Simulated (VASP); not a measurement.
# TaH4 (I4/mmm) in VASP: notebook

The runs below take TaH4 through relaxation of cell and atoms, single point, with PBE.

Program: VASP 6.6.1. These are calculated values, not measurements. Logs are shortened: lines on timing, memory, paths and dates and some standing lists are left out, and cuts for length are marked.

## Step 1: The cell of the first run

Symmetry: I4/mmm, No. 139, tetragonal system. Conventional cell: a = 3.012 Å, b = 3.012 Å, c = 9.825 Å, α = 90.00°, β = 90.00°, γ = 90.00°. Ta (site symmetry 4/mmm) has 8 H at 1.91 Å within 2.5 Å. H (site symmetry 2mm) has 2 Ta at 1.91 Å and 6 H at 2.13 to 2.55 Å within 2.6 Å.

The cell was generated, and may not be a known phase.

## Step 2: Relaxation of cell and atoms, PBE

Input file INCAR:

```
ALGO = Normal ; EDIFF = 1E-7
EDIFFG = -0.04 ; ENCUT = 500
GGA = PE ; GGA_COMPAT = False
IBRION = 2 ; ISIF = 3
ISMEAR = 0 ; LASPH = True
LCHARG = False ; LREAL = False
LWAVE = False ; NELM = 120
NELMIN = 4 ; NSW = 90
PREC = Accurate ; SIGMA = 0.1
```

Input file KPOINTS:

```
k-points
0
Gamma
  8 8 8
```

Input file POSCAR:

```
TaH4
1.0
   -1.5059489829      1.5059489829      4.9126680562
    1.5059489829     -1.5059489829      4.9126680562
    1.5059489829      1.5059489829     -4.9126680562
Ta H
1 4
Direct
    0.0000000000      0.0000000000      0.0000000000
    0.6201908907      0.1201908907      0.5000000000
    0.1201908907      0.6201908907      0.5000000000
    0.3798091093      0.8798091093      0.5000000000
    0.8798091093      0.3798091093      0.5000000000
```

Potentials or basis: VASP PAW PBE potentials, release 64 (Ta_sv_GW, H).

The run is started by

```console
$ cat potpaw_PBE.64/Ta_sv_GW/POTCAR potpaw_PBE.64/H/POTCAR > POTCAR
$ mpirun -np 1 vasp_std > vasp.out
```

OUTCAR:

```text
EDIFF = 1E-7
   EDIFFG = -0.04
   ENCUT = 500
   GGA = PE
   IBRION = 2
   ISIF = 3
   ISMEAR = 0
   LASPH = True
   LREAL = False
   NELM = 120
   NELMIN = 4
   NSW = 90
   PREC = Accurate

 ion  position               nearest neighbor table
   1  0.000  0.000  0.000-   4 1.91   5 1.91   2 1.91   3 1.91   2 1.91   3 1.91   5 1.91   4 1.91

   2  0.620  0.120  0.500-   1 1.91   1 1.91
   3  0.120  0.620  0.500-   1 1.91   1 1.91
   4  0.380  0.880  0.500-   1 1.91   1 1.91
   5  0.880  0.380  0.500-   1 1.91   1 1.91

  LATTYP: Found a body centered tetragonal cell.
 ALAT       =     3.0118979658
 C/A-ratio  =     3.2621742914

  Lattice vectors:

 A1 = (  -1.5059489829,   1.5059489829,   4.9126680562)
 A2 = (   1.5059489829,  -1.5059489829,   4.9126680562)
 A3 = (   1.5059489829,   1.5059489829,  -4.9126680562)

Analysis of symmetry for initial positions (statically):
=====================================================================
 Subroutine PRICEL returns:
 Original cell was already a primitive cell.

 Routine SETGRP: Setting up the symmetry group for a
 body centered tetragonal supercell.

 Subroutine GETGRP returns: Found 16 space group operations
 (whereof 16 operations were pure point group operations)
 out of a pool of 16 trial point group operations.

The static configuration has the point symmetry D_4h.

Analysis of symmetry for dynamics (positions and initial velocities):
=====================================================================
 Subroutine PRICEL returns:
 Original cell was already a primitive cell.

 Routine SETGRP: Setting up the symmetry group for a
 body centered tetragonal supercell.

 Subroutine GETGRP returns: Found 16 space group operations
 (whereof 16 operations were pure point group operations)
 out of a pool of 16 trial point group operations.

The dynamic configuration has the point symmetry D_4h.

 Subroutine INISYM returns: Found 16 space group operations
 (whereof 16 operations are pure point group operations),
 and found     1 'primitive' translations

----------------------------------------------------------------------------------------

                                     Primitive cell

  volume of cell :      44.5654

  direct lattice vectors                    reciprocal lattice vectors
    -1.505948983  1.505948983  4.912668056     0.000000000  0.332016559  0.101777689
     1.505948983 -1.505948983  4.912668056     0.332016559  0.000000000  0.101777689
     1.505948983  1.505948983 -4.912668056     0.332016559  0.332016559  0.000000000

  length of vectors
     5.354444146  5.354444146  5.354444146     0.347266027  0.347266027  0.469542321

  position of ions in fractional coordinates (direct lattice)
     0.000000000  0.000000000  0.000000000
     0.620190891  0.120190891  0.500000000
     0.120190891  0.620190891  0.500000000
     0.379809109  0.879809109  0.500000000
     0.879809109  0.379809109  0.500000000

  ion indices of the primitive-cell ions
   primitive index   ion index
                 1           1
                 2           2
                 3           3
                 4           4
                 5           5

----------------------------------------------------------------------------------------

 KPOINTS: k-points

Automatic generation of k-mesh.
 Grid dimensions read from file:
 generate k-points for:    8    8    8

 Generating k-lattice:

  Cartesian coordinates                     Fractional coordinates (reciprocal lattice)
     0.000000000  0.041502070  0.012722211     0.125000000  0.000000000  0.000000000
     0.041502070  0.000000000  0.012722211     0.000000000  0.125000000  0.000000000
     0.041502070  0.041502070  0.000000000     0.000000000  0.000000000  0.125000000

  Length of vectors
     0.043408253  0.043408253  0.058692790

  Shift w.r.t. Gamma in fractional coordinates (k-lattice)
     0.000000000  0.000000000  0.000000000

 Subroutine IBZKPT returns following result:
 ===========================================

 Found     59 irreducible k-points:

 Following reciprocal coordinates:
            Coordinates               Weight
  0.000000  0.000000  0.000000      1.000000
  0.125000  0.000000  0.000000      8.000000
  0.250000  0.000000  0.000000      8.000000
  0.375000 -0.000000  0.000000      8.000000
  0.500000  0.000000  0.000000      4.000000
  0.125000  0.125000  0.000000      8.000000
[... 16 lines left out ...]
  0.250000  0.125000  0.125000     16.000000
  0.375000  0.125000  0.125000      8.000000
 [... further k-points ...]
   k-points           NKPTS =     59   k-points in BZ     NKDIM =     59   number of bands    NBANDS=     12
   number of dos      NEDOS =    301   number of ions     NIONS =      5
   total plane-waves  NPLWV =  64000
   dimension x,y,z NGX =    40 NGY =   40 NGZ =   40
   dimension x,y,z NGXF=    80 NGYF=   80 NGZF=   80
   ions per type =               1   4
   NGX,Y,Z   is equivalent  to a cutoff of  12.42, 12.42, 12.42 a.u.
   NGXF,Y,Z  is equivalent  to a cutoff of  24.84, 24.84, 24.84 a.u.
 SYSTEM =  unknown system
   PREC   = accura    normal or accurate (medium, high low for compatibility)
   ISTART =      0    job   : 0-new  1-cont  2-samecut
   ICHARG =      2    charge: 1-file 2-atom 10-const
   ISPIN  =      1    spin polarized calculation?
   LNONCOLLINEAR =      F non collinear calculations
   LSORBIT =      F    spin-orbit coupling
   LASPH  =      T    aspherical Exc in radial PAW
   ENCUT  =  500.0 eV  36.75 Ry    6.06 a.u.   9.76  9.76  9.76*2*pi/ulx,y,z
   NELM   =    120;   NELMIN=  4; NELMDL= -5     # of ELM steps
   EDIFF  = 0.1E-06   stopping-criterion for ELM
   LREAL  =      F    real-space projection
   EDIFFG = -.4E-01   stopping-criterion for IOM
   NSW    =     90    number of steps for IOM
   IBRION =      2    ionic relax: 0-MD 1-quasi-New 2-CG
   NFREE  =      1    steps in history (QN), initial steepest desc. (CG)
   ISIF   =      3    stress and relaxation
   ISYM   =      2    0-nonsym 1-usesym 2-fastsym
   POTIM  = 0.5000    time-step for ionic-motion
   TEBEG  =    0.0;   TEEND  =   0.0 temperature during run
   PSTRESS=    0.0 pullay stress
   NELECT =      17.0000    total number of electrons
   NUPDOWN=      -1.0000    fix difference up-down
   EMIN   =  10.00;   EMAX   =-10.00  energy-range for DOS
   EFERMI =   0.00;   METHOD = LEGACY
   ISMEAR =     0;   SIGMA  =   0.10  broadening in eV -4-tet -1-fermi 0-gaus
   EFERMI_NEDOS =   21; number of points for ismear=-14 and -15
   IALGO  =     38    algorithm
   IMIX   =      4    mixing-type and parameters
     AMIX     =   0.40;   BMIX     =  1.00
     AMIX_MAG =   1.60;   BMIX_MAG =  1.00
  volume/ion in A,a.u.               =       8.91        60.15
  Fermi-wavevector in a.u.,A,eV,Ry     =   1.187295  2.243661 19.179704  1.409668
  Thomas-Fermi vector in A             =   2.323449
   LORBIT       =      0    0 simple, 1 ext, 2 COOP (PROOUT), +10 PAW based schemes
   GGA     = PE    functional components
   LHFCALC =     F    Hartree Fock is set to
   AEXX    =    0.0000 exact exchange contribution
   IVDW    =     0    specifies the selected vdW correction
   LEPSILON=     F    determine dielectric tensor
   LRPA    =     F    only Hartree local field effects (RPA)
 conjugate gradient relaxation of ions
 non-spin polarized calculation
 Gauss-broadening in eV      SIGMA  =   0.10
  energy-cutoff  :      500.00
  volume of cell :       44.57
 maximum number of plane-waves:      1173
   NGX = 19   NGY = 19   NGZ = 19

--------------------------------------- Ionic step        1  -------------------------------------------

 number of electron      17.0000001 magnetization

 Free energy of the ion-electron system (eV)
  ---------------------------------------------------
  ext. energy  EPLUGINS =         0.00000000
  ---------------------------------------------------
  free energy    TOTEN  =       -26.99956568 eV

  energy without entropy =      -26.99521576  energy(sigma->0) =      -26.99739072

------------------------ aborting loop because EDIFF is reached ----------------------------------------

  FORCE on cell =-STRESS in cart. coord.  units (eV):
  Direction    XX          YY          ZZ          XY          YZ          ZX
  --------------------------------------------------------------------------------------
  -------------------------------------------------------------------------------------
  Total        0.2676491      0.2676491      0.0280903      0.0000000      0.0000000      0.0000000
  in kB        9.6222914      9.6222914      1.0098772      0.0000000      0.0000000      0.0000000
  external PRESSURE =       6.7514867 kB  Pullay stress =       0.0000000 kB
[... 102 lines left out ...]
  energy  without entropy=      -26.9964636204  energy(sigma->0) =      -26.99857645

--------------------------------------- Ionic step        4  -------------------------------------------

 number of electron      17.0000001 magnetization

 Free energy of the ion-electron system (eV)
  ---------------------------------------------------
  ext. energy  EPLUGINS =         0.00000000
  ---------------------------------------------------
  free energy    TOTEN  =       -27.00118068 eV

  energy without entropy =      -26.99709347  energy(sigma->0) =      -26.99913707

 E-fermi :   2.7488     XC(G=0):  -9.5802

 val. band max:        2.6417725587   @ k =   0.2500   0.1250   0.0000
 cond. band min:       2.7929404346   @ k =  -0.2500   0.5000   0.2500
 fundamental gap:      0.1511678760
 Fermi energy:         2.7488450431

 k-point     1 :       0.0000    0.0000    0.0000
  band No.  band energies     occupation
      1     -65.3091      2.00000
      2     -31.8615      2.00000
      3     -31.4483      2.00000
      4     -31.4483      2.00000
      5      -6.0511      2.00000
      6      -1.6305      2.00000
      7      -1.0637      2.00000
      8       1.3020      2.00000
      9       4.8926      0.00000
     10       4.9091      0.00000
     11       4.9091      0.00000
     12       7.0498      0.00000
[... 331 lines left out ...]
 k-point    24 :       0.3750    0.1250    0.1250
  band No.  band energies     occupation
      1     -65.2715      2.00000
      2     -31.9294      2.00000
      3     -31.7579      2.00000
      4     -31.6602      2.00000
      5      -2.1582      2.00000
      6      -1.4685      2.00000
      7      -0.7152      2.00000
      8      -0.1211      2.00000
      9       2.6066      1.95568
     10       3.8201      0.00000
     11       7.6239      0.00000
     12       8.6847      0.00000

 [... further k-points ...]

------------------------ aborting loop because EDIFF is reached ----------------------------------------

  FORCE on cell =-STRESS in cart. coord.  units (eV):
  Direction    XX          YY          ZZ          XY          YZ          ZX
  --------------------------------------------------------------------------------------
  -------------------------------------------------------------------------------------
  Total       -0.0338528     -0.0338528      0.0075671      0.0000000     -0.0000000      0.0000000
  in kB       -1.2066240     -1.2066240      0.2697168      0.0000000     -0.0000000      0.0000000
  external PRESSURE =      -0.7145104 kB  Pullay stress =       0.0000000 kB
[... 20 lines left out ...]
  FREE ENERGIE OF THE ION-ELECTRON SYSTEM (eV)
  ---------------------------------------------------
  free  energy   TOTEN  =       -27.0011806757 eV

  energy  without entropy=      -26.9970934731  energy(sigma->0) =      -26.99913707

 reached required accuracy - stopping structural energy minimisation
```

Wall time 1.9 min (1 thread of Intel Xeon 6975P-C (Granite Rapids), shared host); peak memory 0.26 GiB.

Results:

- Free energy: -27.0012 eV
- Relaxed volume: 8.99 Å³/atom
- Relaxed cell: a = 5.356 Å, b = 5.356 Å, c = 5.356 Å, α = 147.19°, β = 147.19°, γ = 47.08°
- Space group after relaxing (to 0.1 Å): I4/mmm (No. 139)
- Energy gained by relaxing: 0.3 meV/atom
- Ionic steps: 4
- Pressure after relaxing: -0.1 GPa
- Largest force after relaxing: 0.029 eV/Å
- Band gap on the k mesh: zero (an odd number of electrons rules out a gap without spin polarisation)

Forces on the atoms (eV/Å):
```
Ta   0.000  0.000  0.000
H    0.000  0.000 -0.029
H    0.000  0.000 -0.029
H    0.000  0.000  0.029
H    0.000  0.000  0.029
```

The path:
| step | energy change (eV) | largest force (eV/Å) | pressure (GPa) | volume (Å³) |
| --- | --- | --- | --- | --- |
| 1 | 0.0000 | 0.0263 | 0.68 | 44.57 |
| 2 | -0.0010 | 0.0422 | 0.07 | 44.81 |
| 3 | -0.0011 | 0.0499 | -0.22 | 44.93 |
| 4 | -0.0016 | 0.0290 | -0.07 | 44.95 |

Final structure:
```cif
data_structure
_symmetry_space_group_name_H-M 'P 1'
_symmetry_Int_Tables_number 1
_cell_length_a 5.3563
_cell_length_b 5.3563
_cell_length_c 5.3563
_cell_angle_alpha 147.190
_cell_angle_beta 147.190
_cell_angle_gamma 47.083
_cell_volume 44.95
loop_
_atom_site_label
_atom_site_type_symbol
_atom_site_fract_x
_atom_site_fract_y
_atom_site_fract_z
_atom_site_occupancy
Ta1 Ta 0.00000 0.00000 0.00000 1
H1 H 0.61967 0.11967 0.50000 1
H2 H 0.11967 0.61967 0.50000 1
H3 H 0.38033 0.88033 0.50000 1
H4 H 0.88033 0.38033 0.50000 1
```

Caveat: spin-orbit coupling is left out, which moves the levels of the heavy elements; an odd number of electrons without spin polarisation forces a metal; a magnetic or distorted state may lie lower.

## Step 3: Single point, PBE

This run uses another cell than the first one, of 9.62 Å³/atom.

Input file INCAR:

```
PREC = Accurate ; ENCUT = 520
EDIFF = 1E-6 ; ISMEAR = 0
SIGMA = 0.1 ; LREAL = False
LASPH = True ; NELM = 60
ALGO = Normal ; ISIF = 2
LWAVE = False ; LCHARG = False
GGA = PE ; NBANDS = 16
```

Input file KPOINTS:

```
Automatic mesh
0
Gamma
  8 8 8
```

Input file POSCAR:

```
TaH4
1.0
   -1.5168207288      1.5168207288      5.2239445637
    1.5168207288     -1.5168207288      5.2239445637
    1.5168207288      1.5168207288     -5.2239445637
Ta H
1 4
Direct
    0.0000000000      0.0000000000      0.0000000000
    0.6119511325      0.1119511325      0.5000000000
    0.1119511325      0.6119511325      0.5000000000
    0.3880488675      0.8880488675      0.5000000000
    0.8880488675      0.3880488675      0.5000000000
```

Potentials or basis: VASP PAW PBE potentials, release 64 (Ta_pv, H).

The run is started by

```console
$ cat potpaw_PBE.64/Ta_pv/POTCAR potpaw_PBE.64/H/POTCAR > POTCAR
$ mpirun -np 1 vasp_std > vasp.out
```

Wall time 38 s (1 thread of Intel Xeon 6975P-C (Granite Rapids), shared host); peak memory 0.28 GiB.

The run converged. Its results:

```yaml
Free_energy: -24.5172 eV
Pressure: 0.0 GPa
Largest_force: 0.006 eV/Å
Band_gap_on_the_k_mesh: zero (an odd number of electrons rules out a gap without spin polarisation)
```

Forces in eV/Å, atoms in the order of the input:
```
Ta   0.000  0.000  0.000
H    0.000  0.000  0.006
H    0.000  0.000  0.006
H    0.000  0.000 -0.006
H    0.000  0.000 -0.006
```

Stress tensor (GPa, compression positive):
```
-0.05  0.00  0.00
 0.00 -0.05  0.00
 0.00  0.00  0.16
```

Levels at points of the mesh, in eV from the Fermi level:
| k point | band 5 | band 6 | band 7 | band 8 | band 9 | band 10 |
| --- | --- | --- | --- | --- | --- | --- |
| (0.00, 0.00, 0.00) | -4.41 | -4.04 | -1.30 | 2.16 | 2.16 | 2.30 |
| (0.50, 0.00, 0.00) | -5.13 | -3.38 | -1.46 | 0.19 | 1.86 | 2.64 |
| (0.50, 0.50, 0.00) | -4.29 | -2.32 | -2.00 | -1.66 | 1.32 | 5.60 |
| (0.50, 0.50, 0.50) | -4.98 | -4.44 | -0.61 | 2.20 | 2.20 | 2.58 |

Caveat: spin-orbit coupling is left out, which moves the levels of the heavy elements; an odd number of electrons without spin polarisation forces a metal; a magnetic or distorted state may lie lower.

The gap in the log of VASP goes by the Fermi energy; the results here count the filled bands.